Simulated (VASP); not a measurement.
# Hg (R-3m) in VASP: a series of runs, part 2 of 2

VASP 6.6.1. The steps go on from the part before.

## Step 5: Single point, LDA

Contents of INCAR:

```
ALGO = Normal ; EDIFF = 1E-6
ENCUT = 520 ; GGA = CA
ISIF = 2 ; ISMEAR = 0
LASPH = T ; LCHARG = F
LREAL = F ; LWAVE = F
NBANDS = 12 ; NELM = 60
PREC = Accurate ; SIGMA = 0.1
```

Contents of KPOINTS:

```
k-points
0
Gamma
  11 11 11
```

Contents of POSCAR:

```
Hg
1.0
    1.7463233735      1.0082402698      2.1478810803
   -1.7463233735      1.0082402698      2.1478810803
    0.0000000000     -2.0164805396      2.1478810803
Hg
1
Direct
    0.0000000000      1.0000000000      0.0000000000
```

Potentials or basis: VASP PAW LDA potentials, release 64 (Hg).

Started as:

```
> cat potpaw_LDA.64/Hg/POTCAR > POTCAR
> mpirun -np 1 vasp_std > vasp.out
```

OUTCAR:

```text
EDIFF = 1E-6
   ENCUT = 520
   GGA = CA
   ISIF = 2
   ISMEAR = 0
   LASPH = T
   LREAL = F
   NELM = 60
   PREC = Accurate

 ion  position               nearest neighbor table
   1  0.000  0.000  0.000-

  LATTYP: Found a trigonal (rhomboedric) cell.
 ALAT       =     2.9461138643
 COS(alpha) =     0.2972833017

  Lattice vectors:

 A1 = (   1.7463233735,   1.0082402698,   2.1478810803)
 A2 = (  -1.7463233735,   1.0082402698,   2.1478810803)
 A3 = (   0.0000000000,  -2.0164805396,   2.1478810803)

Analysis of symmetry for initial positions (statically):
=====================================================================
 Subroutine PRICEL returns:
 Original cell was already a primitive cell.

 Routine SETGRP: Setting up the symmetry group for a
 trigonal (rhombohedral) supercell.

 Subroutine GETGRP returns: Found 12 space group operations
 (whereof 12 operations were pure point group operations)
 out of a pool of 12 trial point group operations.

The static configuration has the point symmetry D_3d.

Analysis of symmetry for dynamics (positions and initial velocities):
=====================================================================
 Subroutine PRICEL returns:
 Original cell was already a primitive cell.

 Routine SETGRP: Setting up the symmetry group for a
 trigonal (rhombohedral) supercell.

 Subroutine GETGRP returns: Found 12 space group operations
 (whereof 12 operations were pure point group operations)
 out of a pool of 12 trial point group operations.

The dynamic configuration has the point symmetry D_3d.

 Subroutine INISYM returns: Found 12 space group operations
 (whereof 12 operations are pure point group operations),
 and found     1 'primitive' translations

----------------------------------------------------------------------------------------

                                     Primitive cell

  volume of cell :      22.6908

  direct lattice vectors                    reciprocal lattice vectors
     1.746323374  1.008240270  2.147881080     0.286315815  0.165304513  0.155191708
    -1.746323374  1.008240270  2.147881080    -0.286315815  0.165304513  0.155191708
     0.000000000 -2.016480540  2.147881080     0.000000000 -0.330609026  0.155191708

  length of vectors
     2.946113864  2.946113864  2.946113864     0.365221569  0.365221569  0.365221569

  position of ions in fractional coordinates (direct lattice)
     0.000000000  0.000000000  0.000000000

  ion indices of the primitive-cell ions
   primitive index   ion index
                 1           1

----------------------------------------------------------------------------------------

 KPOINTS: k-points

Automatic generation of k-mesh.
 Grid dimensions read from file:
 generate k-points for:   11   11   11

 Generating k-lattice:

  Cartesian coordinates                     Fractional coordinates (reciprocal lattice)
     0.026028710  0.015027683  0.014108337     0.090909091  0.000000000  0.000000000
    -0.026028710  0.015027683  0.014108337     0.000000000  0.090909091  0.000000000
     0.000000000 -0.030055366  0.014108337     0.000000000  0.000000000  0.090909091

  Length of vectors
     0.033201961  0.033201961  0.033201961

  Shift w.r.t. Gamma in fractional coordinates (k-lattice)
     0.000000000  0.000000000  0.000000000

 Subroutine IBZKPT returns following result:
 ===========================================

 Found    146 irreducible k-points:

 Following reciprocal coordinates:
            Coordinates               Weight
  0.000000  0.000000  0.000000      1.000000
  0.090909  0.000000 -0.000000      6.000000
  0.181818 -0.000000 -0.000000      6.000000
  0.272727  0.000000 -0.000000      6.000000
  0.363636 -0.000000 -0.000000      6.000000
  0.454545  0.000000 -0.000000      6.000000
[... 16 lines left out ...]
 -0.272727  0.181818  0.000000     12.000000
 -0.181818  0.181818  0.000000      6.000000
 [... further k-points ...]
   k-points           NKPTS =    146   k-points in BZ     NKDIM =    146   number of bands    NBANDS=     12
   number of dos      NEDOS =    301   number of ions     NIONS =      1
   total plane-waves  NPLWV =  13824
   dimension x,y,z NGX =    24 NGY =   24 NGZ =   24
   dimension x,y,z NGXF=    48 NGYF=   48 NGZF=   48
   ions per type =               1
   NGX,Y,Z   is equivalent  to a cutoff of  13.54, 13.54, 13.54 a.u.
   NGXF,Y,Z  is equivalent  to a cutoff of  27.09, 27.09, 27.09 a.u.
 SYSTEM =  unknown system
   PREC   = accura    normal or accurate (medium, high low for compatibility)
   ISTART =      0    job   : 0-new  1-cont  2-samecut
   ICHARG =      2    charge: 1-file 2-atom 10-const
   ISPIN  =      1    spin polarized calculation?
   LNONCOLLINEAR =      F non collinear calculations
   LSORBIT =      F    spin-orbit coupling
   LASPH  =      T    aspherical Exc in radial PAW
   ENCUT  =  520.0 eV  38.22 Ry    6.18 a.u.   5.48  5.48  5.48*2*pi/ulx,y,z
   NELM   =     60;   NELMIN=  2; NELMDL= -5     # of ELM steps
   EDIFF  = 0.1E-05   stopping-criterion for ELM
   LREAL  =      F    real-space projection
[... 7 lines left out ...]
   TEBEG  =    0.0;   TEEND  =   0.0 temperature during run
   PSTRESS=    0.0 pullay stress
   NELECT =      12.0000    total number of electrons
   NUPDOWN=      -1.0000    fix difference up-down
   EMIN   =  10.00;   EMAX   =-10.00  energy-range for DOS
   EFERMI =   0.00;   METHOD = LEGACY
   ISMEAR =     0;   SIGMA  =   0.10  broadening in eV -4-tet -1-fermi 0-gaus
   EFERMI_NEDOS =   21; number of points for ismear=-14 and -15
   IALGO  =     38    algorithm
   IMIX   =      4    mixing-type and parameters
     AMIX     =   0.40;   BMIX     =  1.00
     AMIX_MAG =   1.60;   BMIX_MAG =  1.00
  volume/ion in A,a.u.               =      22.69       153.13
  Fermi-wavevector in a.u.,A,eV,Ry     =   1.323890  2.501789 23.846718  1.752684
  Thomas-Fermi vector in A             =   2.453465
   LORBIT       =      0    0 simple, 1 ext, 2 COOP (PROOUT), +10 PAW based schemes
   GGA     = CA    functional components
   LHFCALC =     F    Hartree Fock is set to
   AEXX    =    0.0000 exact exchange contribution
   IVDW    =     0    specifies the selected vdW correction
   LEPSILON=     F    determine dielectric tensor
   LRPA    =     F    only Hartree local field effects (RPA)
 non-spin polarized calculation
 Gauss-broadening in eV      SIGMA  =   0.10
  energy-cutoff  :      520.00
  volume of cell :       22.69
 maximum number of plane-waves:       631
 NGX is ok and might be reduce to    24
   NGX = 11   NGY = 11   NGZ = 11

 number of electron      12.0000003 magnetization

 Free energy of the ion-electron system (eV)
  ---------------------------------------------------
  ext. energy  EPLUGINS =         0.00000000
  ---------------------------------------------------
  free energy    TOTEN  =        -0.96736852 eV

  energy without entropy =       -0.96604626  energy(sigma->0) =       -0.96670739

 E-fermi :   2.8085     XC(G=0): -11.3626

 val. band max:        2.7357065699   @ k =  -0.2727   0.4545   0.2727
 cond. band min:       2.9325734561   @ k =  -0.4545   0.2727   0.0000
 fundamental gap:      0.1968668863
 Fermi energy:         2.8085055131

 k-point     1 :       0.0000    0.0000    0.0000
  band No.  band energies     occupation
      1      -6.6748      2.00000
      2      -5.1358      2.00000
      3      -5.1358      2.00000
      4      -3.4534      2.00000
      5      -3.3405      2.00000
      6      -3.3405      2.00000
      7      14.9041      0.00000
      8      15.3188      0.00000
      9      15.3188      0.00000
     10      19.9563      0.00000
     11      21.2926      0.00000
     12      21.2926      0.00000

 k-point     2 :       0.0909    0.0000   -0.0000
  band No.  band energies     occupation
      1      -6.4890      2.00000
      2      -5.1228      2.00000
      3      -5.0621      2.00000
      4      -3.4584      2.00000
      5      -3.3747      2.00000
      6      -3.3503      2.00000
      7      13.4759      0.00000
      8      15.1257      0.00000
      9      15.4687      0.00000
     10      20.5321      0.00000
     11      21.1557      0.00000
     12      22.4278      0.00000
[... 316 lines left out ...]
 k-point    24 :      -0.1818    0.1818    0.0000
  band No.  band energies     occupation
      1      -5.4025      2.00000
      2      -4.8239      2.00000
      3      -4.6229      2.00000
      4      -3.5032      2.00000
      5      -3.4951      2.00000
      6      -3.0139      2.00000
      7       9.2695      0.00000
      8      10.3997      0.00000
      9      17.4531      0.00000
     10      19.4760      0.00000
     11      21.2423      0.00000
     12      22.8176      0.00000

 [... further k-points ...]
[... 5 lines left out ...]
  --------------------------------------------------------------------------------------
  -------------------------------------------------------------------------------------
  Total        0.0918893      0.0918893      0.1827322      0.0000000      0.0000000      0.0000000
  in kB        6.4882181      6.4882181     12.9025449      0.0000000      0.0000000      0.0000000
  external PRESSURE =       8.6263270 kB  Pullay stress =       0.0000000 kB

 VOLUME and BASIS-vectors are now :
 -----------------------------------------------------------------------------
  energy-cutoff  :      520.00
  volume of cell :       22.69
      direct lattice vectors                 reciprocal lattice vectors
     1.746323374  1.008240270  2.147881080     0.286315815  0.165304513  0.155191708
    -1.746323374  1.008240270  2.147881080    -0.286315815  0.165304513  0.155191708
     0.000000000 -2.016480540  2.147881080     0.000000000 -0.330609026  0.155191708

 POSITION                                       TOTAL-FORCE (eV/Angst)
 -----------------------------------------------------------------------------------
      0.00000      0.00000      0.00000         0.000000      0.000000      0.000000
 -----------------------------------------------------------------------------------
    total drift:                                0.000000     -0.000000      0.000000

  FREE ENERGIE OF THE ION-ELECTRON SYSTEM (eV)
  ---------------------------------------------------
  free  energy   TOTEN  =        -0.9673685239 eV

  energy  without entropy=       -0.9660462623  energy(sigma->0) =       -0.96670739
```

It took 30 s on 1 thread of Intel Xeon 8259CL, shared host; peak memory 0.16 GiB.

Results:

* Free energy: -0.9674 eV
* Pressure: 0.9 GPa
* Band gap on the k mesh: zero (bands 6 and 7 overlap by 2.76 eV)

Caveat: spin-orbit coupling is left out, which moves the levels of the heavy elements.

## Step 6: Summary

| smearing | gap on the mesh (eV) | pressure (GPa) |
| --- | --- | --- |
| fermi-dirac 1 eV | none | 2.4 |
| gaussian 0.01 eV | none | 0.9 |
| gaussian 0.03 eV | none | 0.9 |
| gaussian 0.1 eV | none | 0.9 |

Alike in all rows: task single point; level LDA; potentials or basis VASP PAW LDA potentials, release 64 (Hg); no spin polarisation; cell as given; k mesh 11 × 11 × 11; cutoff (eV) 520.

Caveats: spin-orbit coupling is left out, which moves the levels of the heavy elements; so wide a smearing shifts energies and pressures (at least some runs).

Absolute energies hang on the potentials; compare differences alone.
